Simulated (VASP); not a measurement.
# Si (I4_1/amd) in VASP: notebook, part 2 of 2

VASP 6.6.1. The steps go on from the part before.

## Step 4: Single point, LDA (strain +0.000 along x and y, +0.050 along z)

File INCAR:

```
SYSTEM = Si
  PREC = Accurate
  ENCUT = 520
  EDIFF = 1E-7
  ISMEAR = 0
  SIGMA = 0.15
  LREAL = .FALSE.
  LASPH = .TRUE.
  NELM = 60
  ALGO = Normal
  ISIF = 2
  LWAVE = .FALSE.
  LCHARG = .FALSE.
  GGA = CA
  NBANDS = 11
```

File KPOINTS:

```
regular mesh
0
G
  26 26 26
  0 0 0
```

File POSCAR:

```
Si
1.0
   -2.3824154513      2.3824154513      1.3705641976
    2.3824154513     -2.3824154513      1.3705641976
    2.3824154513      2.3824154513     -1.3705641976
Si
2
Direct
    0.2500000000      0.7500000000      0.5000000000
    0.5000000000      0.5000000000      0.0000000000
```

Potentials or basis: VASP PAW LDA potentials, release 64 (Si).

Run with:

```
$ cat potpaw_LDA.64/Si/POTCAR > POTCAR
$ mpirun -np 1 vasp_std > vasp.out
```

OUTCAR:

```text
SYSTEM = Si
   PREC = Accurate
   ENCUT = 520
   EDIFF = 1E-7
   ISMEAR = 0
   LREAL = .FALSE.
   LASPH = .TRUE.
   NELM = 60
   ISIF = 2
   GGA = CA

 ion  position               nearest neighbor table
   1  0.250  0.750  0.500-   2 2.48   2 2.48   2 2.48   2 2.48   2 3.15   2 3.15   2 3.15   2 3.15

   2  0.500  0.500  0.000-   1 2.48   1 2.48   1 2.48   1 2.48   1 3.15   1 3.15   1 3.15   1 3.15

  LATTYP: Found a body centered tetragonal cell.
 ALAT       =     4.7648309026
 C/A-ratio  =     0.5752834573

  Lattice vectors:

 A1 = (  -2.3824154513,   2.3824154513,   1.3705641976)
 A2 = (   2.3824154513,  -2.3824154513,   1.3705641976)
 A3 = (   2.3824154513,   2.3824154513,  -1.3705641976)

Analysis of symmetry for initial positions (statically):
=====================================================================
 Subroutine PRICEL returns:
 Original cell was already a primitive cell.

 Routine SETGRP: Setting up the symmetry group for a
 body centered tetragonal supercell.

 Subroutine GETGRP returns: Found 16 space group operations
 (whereof  8 operations were pure point group operations)
 out of a pool of 16 trial point group operations.

The static configuration has the point symmetry D_2d.
 The point group associated with its full space group is D_4h.

Analysis of symmetry for dynamics (positions and initial velocities):
=====================================================================
 Subroutine PRICEL returns:
 Original cell was already a primitive cell.

 Routine SETGRP: Setting up the symmetry group for a
 body centered tetragonal supercell.

 Subroutine GETGRP returns: Found 16 space group operations
 (whereof  8 operations were pure point group operations)
 out of a pool of 16 trial point group operations.

The dynamic configuration has the point symmetry D_2d.
 The point group associated with its full space group is D_4h.

 Subroutine INISYM returns: Found 16 space group operations
 (whereof  8 operations are pure point group operations),
 and found     1 'primitive' translations

----------------------------------------------------------------------------------------
[... 118 lines left out ...]
   GGA     = CA    functional components
   LHFCALC =     F    Hartree Fock is set to
   AEXX    =    0.0000 exact exchange contribution
   IVDW    =     0    specifies the selected vdW correction
   LEPSILON=     F    determine dielectric tensor
   LRPA    =     F    only Hartree local field effects (RPA)
 non-spin polarized calculation
 Gauss-broadening in eV      SIGMA  =   0.15
  energy-cutoff  :      520.00
  volume of cell :       31.12
 maximum number of plane-waves:       866
   NGX = 13   NGY = 13   NGZ = 13

 number of electron       7.9999999 magnetization

 Free energy of the ion-electron system (eV)
  ---------------------------------------------------
  ext. energy  EPLUGINS =         0.00000000
  ---------------------------------------------------
  free energy    TOTEN  =       -11.47551848 eV

  energy without entropy =      -11.46762465  energy(sigma->0) =      -11.47157157

 E-fermi :   8.8570     XC(G=0): -10.9049

 val. band max:        8.8563451080   @ k =  -0.2308   0.4231   0.0769
 cond. band min:       8.8603824870   @ k =  -0.1538  -0.1538   0.1538
 fundamental gap:      0.0040373790
 Fermi energy:         8.8569962820

 k-point     1 :       0.0000    0.0000    0.0000
  band No.  band energies     occupation
      1      -4.6651      2.00000
      2       6.6389      2.00000
      3       6.6389      2.00000
      4       7.2877      2.00000
      5      10.6858      0.00000
      6      15.9109      0.00000
      7      16.9848      0.00000
      8      17.6633      0.00000
      9      17.6633      0.00000
     10      19.0720      0.00000
     11      19.2487      0.00000
[... 309 lines left out ...]
 k-point    24 :       0.3846    0.0385    0.0000
  band No.  band energies     occupation
      1      -0.4163      2.00000
      2       3.8457      2.00000
      3       6.4075      2.00000
      4       7.0767      2.00000
      5       7.9929      2.00000
      6      10.4408      0.00000
      7      13.0388      0.00000
      8      14.6123      0.00000
      9      16.1882      0.00000
     10      18.2854      0.00000
     11      22.1003      0.00000

 [... further k-points ...]
[... 5 lines left out ...]
  --------------------------------------------------------------------------------------
  -------------------------------------------------------------------------------------
  Total       -0.6798727     -0.6798727     -1.2686919      0.0000000     -0.0000000      0.0000000
  in kB      -35.0061063    -35.0061063    -65.3239397      0.0000000     -0.0000000      0.0000000
  external PRESSURE =     -45.1120508 kB  Pullay stress =       0.0000000 kB

 VOLUME and BASIS-vectors are now :
 -----------------------------------------------------------------------------
  energy-cutoff  :      520.00
  volume of cell :       31.12
      direct lattice vectors                 reciprocal lattice vectors
    -2.382415451  2.382415451  1.370564198     0.000000000  0.209871036  0.364813265
     2.382415451 -2.382415451  1.370564198     0.209871036  0.000000000  0.364813265
     2.382415451  2.382415451 -1.370564198     0.209871036  0.209871036  0.000000000

 POSITION                                       TOTAL-FORCE (eV/Angst)
 -----------------------------------------------------------------------------------
      2.38242      0.00000      0.68528        -0.000000      0.000000     -0.000000
      0.00000      0.00000      1.37056         0.000000     -0.000000      0.000000
 -----------------------------------------------------------------------------------
    total drift:                                0.000000      0.000000      0.000000

  FREE ENERGIE OF THE ION-ELECTRON SYSTEM (eV)
  ---------------------------------------------------
  free  energy   TOTEN  =       -11.4755184807 eV

  energy  without entropy=      -11.4676246529  energy(sigma->0) =      -11.47157157
```

It took 2.3 min on 1 thread of Intel Xeon 6975P-C (Granite Rapids), shared host; peak memory 0.43 GiB.

What came out:

```yaml
Free_energy: -11.4755 eV
Pressure: -4.5 GPa
Band_gap_on_the_k_mesh: zero (bands 4 and 5 overlap by 6.80 eV)
```

Stress tensor (GPa, compression positive):
```
-3.50  0.00  0.00
 0.00 -3.50  0.00
 0.00  0.00 -6.53
```

Caveat: the cell differs from its parent crystal (strain +0.000 along x and y, +0.050 along z); the cell stands under tension.

## Step 5: Single point, LDA (strain +0.025 along x and y, +0.000 along z)

File INCAR:

```
  PREC = Accurate
  ENCUT = 520
  EDIFF = 1E-7
  ISMEAR = 0
  SIGMA = 0.15
  LREAL = False
  LASPH = True
  NELM = 60
  ALGO = Normal
  ISIF = 2
  LWAVE = False
  LCHARG = False
  NBANDS = 11
```

File KPOINTS:

```
Automatic mesh
0
Gamma
  26 26 26
```

File POSCAR:

```
Si
1.0
   -2.4419758376      2.4419758376      1.3052992358
    2.4419758376     -2.4419758376      1.3052992358
    2.4419758376      2.4419758376     -1.3052992358
Si
2
Direct
    0.2500000000      0.7500000000      0.5000000000
    0.5000000000      0.5000000000      0.0000000000
```

Run with:

```
$ cat potpaw_LDA.64/Si/POTCAR > POTCAR
$ mpirun -np 1 vasp_std > vasp.out
```

It took 2.4 min on 1 thread of Intel Xeon 6975P-C (Granite Rapids), shared host; peak memory 0.42 GiB.

The run converged. Its results:

- Free energy: -11.4758 eV
- Pressure: -5.2 GPa
- Band gap on the k mesh: zero (bands 4 and 5 overlap by 6.00 eV)

Stress tensor (GPa, compression positive):
```
-6.12  0.00  0.00
 0.00 -6.12  0.00
 0.00  0.00 -3.47
```

Levels at points of the mesh, in eV from the Fermi level:
| k point | band 1 | band 2 | band 3 | band 4 | band 5 | band 6 | band 7 | band 8 | band 9 |
| --- | --- | --- | --- | --- | --- | --- | --- | --- | --- |
| (0.00, 0.00, 0.00) | -13.50 | -2.60 | -2.58 | -2.58 | 1.61 | 7.64 | 8.33 | 8.33 | 9.62 |
| (0.50, 0.00, 0.00) | -7.23 | -6.47 | -2.17 | -1.56 | -1.46 | 1.30 | 4.29 | 5.36 | 8.52 |
| (0.50, 0.50, 0.00) | -10.54 | -10.54 | 0.16 | 0.16 | 2.14 | 2.14 | 8.79 | 8.79 | 9.98 |
| (0.50, 0.50, 0.50) | -8.39 | -8.39 | -6.61 | -6.61 | 6.44 | 6.44 | 12.01 | 12.01 | 13.36 |

Caveat: the cell differs from its parent crystal (strain +0.025 along x and y, +0.000 along z); the cell stands under tension.

## Step 6: Overview

```csv
cell,gap on the mesh (eV),pressure (GPa)
"a = 3.681 Å, angles 96.9, 96.9, 139.5°, 2 atoms",none,-2.6
"a = 3.749 Å, angles 96.3, 96.3, 141.4°, 2 atoms",none,-4.1
"a = 3.637 Å, angles 98.2, 98.2, 135.7°, 2 atoms",none,-4.5
"a = 3.692 Å, angles 97.2, 97.2, 138.6°, 2 atoms",none,-5.2
```

Alike in all rows: task single point; level LDA; potentials or basis VASP PAW LDA potentials, release 64 (Si); no spin polarisation; k mesh 26 × 26 × 26; cutoff (eV) 520; smearing gaussian 0.15 eV.

Caveats: the cell stands under tension (at least some runs); the stress differs along the axes, from -5 to 1 GPa (at least some runs); the stress differs along the axes, from -8 to 4 GPa (at least some runs).

Total energies depend on the potentials used, so only differences within one code and one set of settings carry meaning.
